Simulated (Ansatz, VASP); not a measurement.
## Two plane-wave programs on Ti3Br

```
Ti Br
1.0
     4.08409    0.00000    0.00000
     0.00000    4.08409    0.00000
     0.00000    0.00000    4.08409
Ti Br
3 1
Direct
  0.00000 0.50000 0.50000
  0.50000 0.00000 0.50000
  0.50000 0.50000 0.00000
  0.00000 0.00000 0.00000
```

Change from the starting cell: species swapped into the MnNi3 type (Pm-3m, No. 221).

Alike in both runs: functional PBE; k mesh 12 × 12 × 12; occupations gaussian, width 0.1 eV; no spin polarisation.

Ansatz relaxed the structure, and its values are those at the end. VASP's run is a single point on that final structure, the one shown.

|  | VASP | Ansatz |
| --- | --- | --- |
| version | VASP 6.6.1 | Ansatz 0.2.0 |
| potentials or method | VASP PAW PBE potentials, release 64 (Ti_sv, Br), cutoff 520 eV | scalar-relativistic, plane waves, PAW |
| valence electrons in the cell | 43 | 43 |

|  | VASP | Ansatz | Ansatz less VASP |
| --- | --- | --- | --- |
| gap on the k mesh at the Fermi level (eV) | none | none | - |
| pressure (GPa) | 0.0 | 0.0 | +0.06 |

A gap of «none» marks a metal or a gap that the smearing closes.
